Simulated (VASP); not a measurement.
Input of a VASP 6.6.1 run:

File INCAR:

```
SYSTEM = GaP
ALGO     = Normal         ! electronic algorithm
EDIFF    = 1E-6           ! SCF threshold, eV
ENCUT    = 500            ! plane-wave cutoff, eV
GGA      = PS             ! functional
GGA_COMPAT= .False.      
ISIF     = 2              ! what is computed and relaxed
ISMEAR   = 0              ! smearing method
LASPH    = .True.         ! aspherical terms in the spheres
LCHARG   = .False.        ! write CHGCAR
LREAL    = .False.        ! projectors in reciprocal space
LWAVE    = .False.        ! write WAVECAR
NBANDS   = 16             ! bands
NELM     = 120            ! most SCF steps
PREC     = Accurate       ! precision mode
SIGMA    = 0.01           ! smearing width, eV
```

File KPOINTS:

```
k-points
0
Gamma
  5 5 5
  0 0 0
```

POSCAR

```
GaP
1.0
    0.0000000000      2.7254102088      2.7254102088
    2.7254102088      0.0000000000      2.7254102088
    2.7254102088      2.7254102088      0.0000000000
Ga P
1 1
Direct
    0.0000000000      0.0000000000      0.0000000000
    0.2500000000      0.2500000000      0.2500000000
```

Potentials or basis: VASP PAW PBE potentials, release 64 (Ga_d, P).

The run is started by

```bash
$ cat potpaw_PBE.64/Ga_d/POTCAR potpaw_PBE.64/P/POTCAR > POTCAR
$ mpirun -np 1 vasp_std > vasp.out
```

Task: What does it give for the band gap on the k mesh?

Result: 1.47 eV, indirect (least direct gap 1.74 eV).

Task: Predict the pressure.

Result: -0.6 GPa.

Caveat: the PAW data sets were made with another functional, which shifts forces and pressure a little.

**Experimental background.**

“Stacking defects in GaP nanowires: Electronic structure and optical properties”, 2018, arxiv:1810.01194 quotes, for a bulk crystal of GaP at 10 K: band gap 2.34 eV (indirect).

Measured gap of GaP: 2.34 eV (indirect; 10 K; quoted in “Stacking defects in GaP nanowires: Electronic structure and optical properties”, 2018, arxiv:1810.01194). This calculation gives 1.47 eV (-0.87 eV). Spin-orbit coupling on Ga is left out. The value is that of PBEsol on a finite k mesh, which can miss the band edges, without temperature or zero-point motion. Semilocal functionals fall short of measured gaps as a rule.
